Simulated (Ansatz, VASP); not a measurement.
This is a calculation of ZnO for Ansatz 0.2.0.

File input.yaml:

```yaml
crystal:
  lattice:
    - [3.2920669561, 0.0, 0.0]
    - [-1.6460334781, 2.8510136149, 0.0]
    - [0.0, 0.0, 5.2742130269]
  atoms:
    - { symbol: Zn, position: [0.6666666667, 0.3333333333, 0.0] }
    - { symbol: Zn, position: [0.3333333333, 0.6666666667, 0.5] }
    - { symbol: O, position: [0.3333333333, 0.6666666667, 0.87901] }
    - { symbol: O, position: [0.6666666667, 0.3333333333, 0.37901] }
hamiltonian:
  xc: pbe
  pseudopotentials: { kind: paw }
  dispersion: d3bj
kpoints:
  mp_grid: { grid: [9, 9, 5] }
scf:
  occupations: { method: fermi_dirac, width: 0.05 }
output:
  forces: true
  stress: true
  eigenvalues: true
```

Potentials or basis: Ansatz PAW.

Command:

```sh
$ ansatz run input.yaml --threads 2 --pin off --max-ram 5120MiB --backend cpu --events-out ev --progress --plain --runs-dir out
```

Translate it to VASP 6.6.1. Potentials there: VASP PAW PBE potentials, release 64 (Zn, O).

As run (the cutoff follows the program's own potentials):

File INCAR:

```
PREC = Accurate
ENCUT = 520
EDIFF = 1E-6
ISMEAR = -1
SIGMA = 0.05
LREAL = F
LASPH = T
NELM = 80
ALGO = Normal
ISIF = 2
LWAVE = F
LCHARG = T
GGA = PE
IVDW = 12
LELF = T
LVHAR = T
NBANDS = 26
```

Contents of KPOINTS:

```
regular mesh
0
Gamma
  9 9 5
```

POSCAR

```
ZnO
1.0
    3.2920669561      0.0000000000      0.0000000000
   -1.6460334781      2.8510136149      0.0000000000
    0.0000000000      0.0000000000      5.2742130269
Zn O
2 2
Direct
    0.6666666667      0.3333333333      0.0000000000
    0.3333333333      0.6666666667      0.5000000000
    0.3333333333      0.6666666667      0.8790100000
    0.6666666667      0.3333333333      0.3790100000
```

Potentials or basis: VASP PAW PBE potentials, release 64 (Zn, O).

Command:

```bash
$ cat potpaw_PBE.64/Zn/POTCAR potpaw_PBE.64/O/POTCAR > POTCAR
$ mpirun -np 1 vasp_std > vasp.out
```

Both were run:

|  | VASP | Ansatz | Ansatz less VASP |
| --- | --- | --- | --- |
| gap on the k mesh at the Fermi level (eV) | 0.73 | 0.75 | +0.016 |
| least direct gap on the mesh (eV) | 0.73 | 0.75 | +0.016 |
| pressure (GPa) | -2.5 | -3.4 | -0.87 |
| traceless stress, the component that is largest in VASP (GPa) | 1.08 | 1.04 | -0.043 |
| rms of the force components (eV/Å) | 0.034 | 0.032 | -0.0022 |

Atom by atom the forces differ by 0.002 eV/Å (rms over components).

Noted on Ansatz's run: odd divisions of the mesh miss points on the zone boundary, where band edges often lie, so the gap on the mesh can be too wide.
